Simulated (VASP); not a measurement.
# Bi (I4/mmm) in VASP: notebook

Runs on Bi. Level: LDA. Tasks: single point.

Everything below comes from runs of VASP 6.6.1. Logs are shortened: lines on timing, memory, paths and dates and some standing lists are left out, and cuts for length are marked.

### Step 1. The cell of the first run

It takes space group I4/mmm (No. 139, tetragonal). The conventional cell has a = 8.460 Å, b = 8.460 Å, c = 2.909 Å, α = 90.00°, β = 90.00°, γ = 90.00°. Within 3.8 Å of Bi (site symmetry 4/mmm) lie 2 Bi at 2.91 Å.

### Step 2. Single point, LDA

Contents of INCAR:

```
SYSTEM = Bi
PREC = Accurate
ENCUT = 520
EDIFF = 1E-6
ISMEAR = 1
SIGMA = 0.1
LREAL = .FALSE.
LASPH = .TRUE.
NELM = 60
ALGO = Normal
ISIF = 2
LWAVE = .FALSE.
LCHARG = .FALSE.
NBANDS = 14
```

Contents of KPOINTS:

```
regular mesh
0
G
  6 6 6
  0 0 0
```

Contents of POSCAR:

```
Bi
1.0
   -4.2300652660      4.2300652660      1.4543624171
    4.2300652660     -4.2300652660      1.4543624171
    4.2300652660      4.2300652660     -1.4543624171
Bi
1
Direct
    0.0000000000      0.0000000000      0.0000000000
```

Potentials or basis: VASP PAW LDA potentials, release 64 (Bi_d).

On the command line:

```bash
$ cat potpaw_LDA.64/Bi_d/POTCAR > POTCAR
$ mpirun -np 1 vasp_std > vasp.out
```

OUTCAR:

```text
SYSTEM = Bi
   PREC = Accurate
   ENCUT = 520
   EDIFF = 1E-6
   ISMEAR = 1
   LREAL = .FALSE.
   LASPH = .TRUE.
   NELM = 60
   ISIF = 2

 ion  position               nearest neighbor table
   1  0.000  0.000  0.000-

  LATTYP: Found a body centered tetragonal cell.
 ALAT       =     8.4601305320
 C/A-ratio  =     0.3438155975

  Lattice vectors:

 A1 = (  -4.2300652660,   4.2300652660,   1.4543624171)
 A2 = (   4.2300652660,  -4.2300652660,   1.4543624171)
 A3 = (   4.2300652660,   4.2300652660,  -1.4543624171)

Analysis of symmetry for initial positions (statically):
=====================================================================
 Subroutine PRICEL returns:
 Original cell was already a primitive cell.

 Routine SETGRP: Setting up the symmetry group for a
 body centered tetragonal supercell.

 Subroutine GETGRP returns: Found 16 space group operations
 (whereof 16 operations were pure point group operations)
 out of a pool of 16 trial point group operations.

The static configuration has the point symmetry D_4h.

Analysis of symmetry for dynamics (positions and initial velocities):
=====================================================================
 Subroutine PRICEL returns:
 Original cell was already a primitive cell.

 Routine SETGRP: Setting up the symmetry group for a
 body centered tetragonal supercell.

 Subroutine GETGRP returns: Found 16 space group operations
 (whereof 16 operations were pure point group operations)
 out of a pool of 16 trial point group operations.

The dynamic configuration has the point symmetry D_4h.

 Subroutine INISYM returns: Found 16 space group operations
 (whereof 16 operations are pure point group operations),
 and found     1 'primitive' translations

----------------------------------------------------------------------------------------

                                     Primitive cell

  volume of cell :     104.0943

  direct lattice vectors                    reciprocal lattice vectors
    -4.230065266  4.230065266  1.454362417     0.000000000  0.118201486  0.343793262
     4.230065266 -4.230065266  1.454362417     0.118201486  0.000000000  0.343793262
     4.230065266  4.230065266 -1.454362417     0.118201486  0.118201486  0.000000000

  length of vectors
     6.156466060  6.156466060  6.156466060     0.363545593  0.363545593  0.167162144

  position of ions in fractional coordinates (direct lattice)
     0.000000000  0.000000000  0.000000000

  ion indices of the primitive-cell ions
   primitive index   ion index
                 1           1

----------------------------------------------------------------------------------------

 KPOINTS: regular mesh

Automatic generation of k-mesh.
 Grid dimensions read from file:
 generate k-points for:    6    6    6

 Generating k-lattice:

  Cartesian coordinates                     Fractional coordinates (reciprocal lattice)
     0.000000000  0.019700248  0.057298877     0.166666667  0.000000000 -0.000000000
     0.019700248  0.000000000  0.057298877     0.000000000  0.166666667 -0.000000000
     0.019700248  0.019700248  0.000000000     0.000000000  0.000000000  0.166666667

  Length of vectors
     0.060590932  0.060590932  0.027860357

  Shift w.r.t. Gamma in fractional coordinates (k-lattice)
     0.000000000  0.000000000  0.000000000

 Subroutine IBZKPT returns following result:
 ===========================================

 Found     30 irreducible k-points:

 Following reciprocal coordinates:
            Coordinates               Weight
  0.000000  0.000000  0.000000      1.000000
  0.166667 -0.000000  0.000000      8.000000
  0.333333 -0.000000  0.000000      8.000000
  0.500000 -0.000000  0.000000      4.000000
  0.166667  0.166667  0.000000      8.000000
  0.333333  0.166667  0.000000     16.000000
[... 16 lines left out ...]
 -0.333333 -0.333333  0.166667      8.000000
 -0.166667 -0.333333  0.166667      8.000000
 [... further k-points ...]
   k-points           NKPTS =     30   k-points in BZ     NKDIM =     30   number of bands    NBANDS=     14
   number of dos      NEDOS =    301   number of ions     NIONS =      1
   total plane-waves  NPLWV = 110592
   dimension x,y,z NGX =    48 NGY =   48 NGZ =   48
   dimension x,y,z NGXF=    96 NGYF=   96 NGZF=   96
   ions per type =               1
   NGX,Y,Z   is equivalent  to a cutoff of  12.96, 12.96, 12.96 a.u.
   NGXF,Y,Z  is equivalent  to a cutoff of  25.92, 25.92, 25.92 a.u.
 SYSTEM =  Bi
   PREC   = accura    normal or accurate (medium, high low for compatibility)
   ISTART =      0    job   : 0-new  1-cont  2-samecut
   ICHARG =      2    charge: 1-file 2-atom 10-const
   ISPIN  =      1    spin polarized calculation?
   LNONCOLLINEAR =      F non collinear calculations
   LSORBIT =      F    spin-orbit coupling
   LASPH  =      T    aspherical Exc in radial PAW
   ENCUT  =  520.0 eV  38.22 Ry    6.18 a.u.  11.45 11.45 11.45*2*pi/ulx,y,z
   NELM   =     60;   NELMIN=  2; NELMDL= -5     # of ELM steps
   EDIFF  = 0.1E-05   stopping-criterion for ELM
   LREAL  =      F    real-space projection
   EDIFFG = 0.1E-04   stopping-criterion for IOM
   NSW    =      0    number of steps for IOM
   IBRION =     -1    ionic relax: 0-MD 1-quasi-New 2-CG
   NFREE  =      0    steps in history (QN), initial steepest desc. (CG)
   ISIF   =      2    stress and relaxation
   ISYM   =      2    0-nonsym 1-usesym 2-fastsym
   POTIM  = 0.5000    time-step for ionic-motion
   TEBEG  =    0.0;   TEEND  =   0.0 temperature during run
   PSTRESS=    0.0 pullay stress
   NELECT =      15.0000    total number of electrons
   NUPDOWN=      -1.0000    fix difference up-down
   EMIN   =  10.00;   EMAX   =-10.00  energy-range for DOS
   EFERMI =   0.00;   METHOD = LEGACY
   ISMEAR =     1;   SIGMA  =   0.10  broadening in eV -4-tet -1-fermi 0-gaus
   EFERMI_NEDOS =   21; number of points for ismear=-14 and -15
   IALGO  =     38    algorithm
   IMIX   =      4    mixing-type and parameters
     AMIX     =   0.40;   BMIX     =  1.00
     AMIX_MAG =   1.60;   BMIX_MAG =  1.00
  volume/ion in A,a.u.               =     104.09       702.46
  Fermi-wavevector in a.u.,A,eV,Ry     =   0.858281  1.621917 10.022689  0.736647
  Thomas-Fermi vector in A             =   1.975462
   LORBIT       =      0    0 simple, 1 ext, 2 COOP (PROOUT), +10 PAW based schemes
   GGA     = CA    functional components
   LHFCALC =     F    Hartree Fock is set to
   AEXX    =    0.0000 exact exchange contribution
   IVDW    =     0    specifies the selected vdW correction
   LEPSILON=     F    determine dielectric tensor
   LRPA    =     F    only Hartree local field effects (RPA)
 non-spin polarized calculation
 Methfessel and Paxton  Order N= 1 SIGMA  =   0.10
  energy-cutoff  :      520.00
  volume of cell :      104.09
 maximum number of plane-waves:      2824
 NGX is ok and might be reduce to    48
   NGX = 23   NGY = 23   NGZ = 23

 number of electron      15.0000002 magnetization

 Free energy of the ion-electron system (eV)
  ---------------------------------------------------
  ext. energy  EPLUGINS =         0.00000000
  ---------------------------------------------------
  free energy    TOTEN  =        -3.14853390 eV

  energy without entropy =       -3.15193619  energy(sigma->0) =       -3.14966800

 E-fermi :  -1.7305     XC(G=0):  -5.1783

 val. band max:       -1.7956913243   @ k =  -0.1667  -0.1667   0.1667
 cond. band min:      -0.8181093785   @ k =   0.3333   0.3333   0.1667
 fundamental gap:      0.9775819458
 Fermi energy:        -1.7304733479

 k-point     1 :       0.0000    0.0000    0.0000
  band No.  band energies     occupation
      1     -23.8451      2.00000
      2     -23.5573      2.00000
      3     -23.5572      2.00000
      4     -23.2994      2.00000
      5     -23.2994      2.00000
      6     -12.6503      2.00000
      7      -2.3981      2.00000
      8      -2.3981      2.00000
      9       1.4807      0.00000
     10       3.3262      0.00000
     11       6.0965      0.00000
     12       6.6277      0.00000
     13       6.6277      0.00000
     14       7.3195      0.00000

 k-point     2 :       0.1667   -0.0000    0.0000
  band No.  band energies     occupation
      1     -23.6572      2.00000
      2     -23.5500      2.00000
      3     -23.5499      2.00000
      4     -23.3684      2.00000
      5     -23.3684      2.00000
      6     -12.1573      2.00000
      7      -1.8877      2.04873
      8      -1.8800      2.05575
      9       2.0617      0.00000
     10       3.2965      0.00000
     11       3.8882      0.00000
     12       5.9236      0.00000
     13       7.1952      0.00000
     14       7.2359      0.00000

 k-point     3 :       0.3333   -0.0000    0.0000
  band No.  band energies     occupation
      1     -23.5352      2.00000
      2     -23.5352      2.00000
      3     -23.5034      2.00000
      4     -23.5034      2.00000
      5     -23.2772      2.00000
      6     -10.6952      2.00000
      7      -1.8017      1.92803
      8      -0.5396     -0.00000
      9      -0.5216     -0.00000
     10       3.9096      0.00000
     11       5.4762      0.00000
     12       6.4287      0.00000
     13       7.1513      0.00000
     14       7.1855      0.00000
[... 324 lines left out ...]
 k-point    23 :      -0.3333   -0.3333    0.1667
  band No.  band energies     occupation
      1     -23.5352      2.00000
      2     -23.5351      2.00000
      3     -23.5034      2.00000
      4     -23.5034      2.00000
      5     -23.2771      2.00000
      6     -10.6847      2.00000
      7      -1.8154      2.00303
      8      -0.7701     -0.00000
      9      -0.6725     -0.00000
     10       4.7208      0.00000
     11       5.7282      0.00000
     12       6.4197      0.00000
     13       7.4596      0.00000
     14       8.3693      0.00000

 k-point    24 :      -0.1667   -0.3333    0.1667
  band No.  band energies     occupation
      1     -23.5695      2.00000
      2     -23.5695      2.00000
      3     -23.5278      2.00000
      4     -23.5278      2.00000
      5     -23.0855      2.00000
      6      -9.2717      2.00000
      7      -4.5267      2.00000
      8       0.5722      0.00000
      9       0.5751      0.00000
     10       4.9965      0.00000
     11       5.0907      0.00000
     12       6.0735      0.00000
     13       7.0876      0.00000
     14       7.6840      0.00000

 [... further k-points ...]
[... 5 lines left out ...]
  --------------------------------------------------------------------------------------
  -------------------------------------------------------------------------------------
  Total       -0.1023667     -0.1023667     -0.0640021      0.0000000     -0.0000000      0.0000000
  in kB       -1.5755870     -1.5755870     -0.9850946      0.0000000     -0.0000000      0.0000000
  external PRESSURE =      -1.3787562 kB  Pullay stress =       0.0000000 kB

 VOLUME and BASIS-vectors are now :
 -----------------------------------------------------------------------------
  energy-cutoff  :      520.00
  volume of cell :      104.09
      direct lattice vectors                 reciprocal lattice vectors
    -4.230065266  4.230065266  1.454362417     0.000000000  0.118201486  0.343793262
     4.230065266 -4.230065266  1.454362417     0.118201486  0.000000000  0.343793262
     4.230065266  4.230065266 -1.454362417     0.118201486  0.118201486  0.000000000

 POSITION                                       TOTAL-FORCE (eV/Angst)
 -----------------------------------------------------------------------------------
      0.00000      0.00000      0.00000         0.000000      0.000000     -0.000000
 -----------------------------------------------------------------------------------
    total drift:                               -0.000000     -0.000000      0.000000

  FREE ENERGIE OF THE ION-ELECTRON SYSTEM (eV)
  ---------------------------------------------------
  free  energy   TOTEN  =        -3.1485338995 eV

  energy  without entropy=       -3.1519361878  energy(sigma->0) =       -3.14966800
```

It took 1.8 min on 1 thread of Intel Xeon 8259CL, shared host; peak memory 0.25 GiB.

Results:

- Free energy: -3.1485 eV
- Pressure: -0.1 GPa
- Band gap on the k mesh: zero (an odd number of electrons rules out a gap without spin polarisation)

Caveat: the k points lie up to 0.38 Å⁻¹ apart, too coarse for converged energies and pressures of a metal; spin-orbit coupling is left out, which moves the levels of the heavy elements.

### Step 3. Single point, LDA

Contents of INCAR:

```
SYSTEM = Bi
ALGO = Normal ; EDIFF = 1E-7
ENCUT = 520 ; ISIF = 2
ISMEAR = 1 ; LASPH = .True.
LCHARG = .False. ; LREAL = .False.
LWAVE = .False. ; NBANDS = 14
NELM = 60 ; PREC = Accurate
SIGMA = 0.1
```

Contents of KPOINTS:

```
k-points
0
Gamma
  6 6 6
  0 0 0
```

Contents of POSCAR:

```
Bi
1.0
   -4.2278172451      4.2278172451      1.4553515028
    4.2278172451     -4.2278172451      1.4553515028
    4.2278172451      4.2278172451     -1.4553515028
Bi
1
Direct
    0.0000000000      0.0000000000      0.0000000000
```

Potentials or basis: VASP PAW LDA potentials, release 64 (Bi_d).

On the command line:

```bash
$ cat potpaw_LDA.64/Bi_d/POTCAR > POTCAR
$ mpirun -np 1 vasp_std > vasp.out
```

It took 94 s on 1 thread of Intel Xeon 8259CL, shared host; peak memory 0.26 GiB.

The run converged. Its results:

- Free energy: -3.1486 eV
- Pressure: -0.1 GPa
- Band gap on the k mesh: zero (an odd number of electrons rules out a gap without spin polarisation)

Levels at points of the mesh, in eV from the Fermi level:
| k point | band 6 | band 7 | band 8 | band 9 | band 10 | band 11 |
| --- | --- | --- | --- | --- | --- | --- |
| (0.00, 0.00, 0.00) | -10.91 | -0.66 | -0.66 | 3.22 | 5.06 | 7.84 |
| (0.50, 0.00, 0.00) | -7.54 | -2.79 | 2.30 | 2.31 | 6.51 | 6.76 |
| (0.50, 0.50, 0.00) | -10.90 | -1.07 | -0.62 | 4.30 | 5.51 | 6.32 |
| (0.50, 0.50, 0.50) | -10.89 | -1.00 | -1.00 | 4.36 | 7.00 | 7.00 |

Caveat: the k points lie up to 0.38 Å⁻¹ apart, too coarse for converged energies and pressures of a metal; spin-orbit coupling is left out, which moves the levels of the heavy elements.
